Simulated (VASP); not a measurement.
Input of a VASP 6.6.1 run:

Contents of INCAR:

```
  ALGO = Normal
  EDIFF = 1E-6
  ENCUT = 520
  GGA = PE
  ISIF = 2
  ISMEAR = 0
  LASPH = True
  LCHARG = True
  LELF = True
  LREAL = False
  LVHAR = True
  LWAVE = False
  NBANDS = 12
  NELM = 60
  PREC = Accurate
  SIGMA = 0.15
```

Contents of KPOINTS:

```
k-points
0
Gamma
  22 22 22
```

File POSCAR:

```
Zn
1.0
    0.0000000000      1.9986657768      1.9986657768
    1.9986657768      0.0000000000      1.9986657768
    1.9986657768      1.9986657768      0.0000000000
Zn
1
Direct
    0.0000000000      0.0000000000      0.0000000000
```

Potentials or basis: VASP PAW PBE potentials, release 64 (Zn).

Command:

```bash
$ cat potpaw_PBE.64/Zn/POTCAR > POTCAR
$ mpirun -np 1 vasp_std > vasp.out
```

**Question.** Predict the band gap on the k mesh.

**Answer.** Zero (band 6 reaches 4.46 eV, above the bottom of band 7 at 1.27 eV).

**Question.** What does it give for the pressure?

**Answer.** -2.8 GPa.
